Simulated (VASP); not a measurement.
Here is a VASP 6.6.1 calculation.

INCAR

```
PREC = Accurate ; ENCUT = 600
EDIFF = 1E-6 ; ISMEAR = -1
SIGMA = 0.08 ; LREAL = F
LASPH = T ; NELM = 60
ALGO = Normal ; ISIF = 3
LWAVE = F ; LCHARG = F
GGA = PS ; IBRION = 2
NSW = 32 ; EDIFFG = -0.005
PSTRESS = 3.5
```

File KPOINTS:

```
Automatic mesh
0
Gamma
  13 13 13
```

File POSCAR:

```
Ca
1.0
   -2.1484068584      2.1484068584      2.1484068584
    2.1484068584     -2.1484068584      2.1484068584
    2.1484068584      2.1484068584     -2.1484068584
Ca
1
Direct
    0.0000000000      0.0000000000      0.0000000000
```

Potentials or basis: VASP PAW PBE potentials, release 64 (Ca_sv).

The run is started by

```sh
$ cat potpaw_PBE.64/Ca_sv/POTCAR > POTCAR
$ mpirun -np 1 vasp_std > vasp.out
```

(1) Predict the band gap on the k mesh.

(2) Estimate the relaxed volume.

(3) What does it give for the relaxed cell?

(4) Estimate the space group after relaxing (to 0.05 Å).

## Answers

(1) zero (band 5 reaches 2.39 eV, above the bottom of band 6 at 2.18 eV).

(2) 39.74 Å³/atom.

(3) a = 3.724 Å, b = 3.724 Å, c = 3.724 Å, α = 109.47°, β = 109.47°, γ = 109.47°.

(4) Im-3m (No. 229).

Caveat: the cell is relaxed towards a set pressure, so the enthalpy falls and the energy may rise; the PAW data sets were made with another functional, which shifts forces and pressure a little.
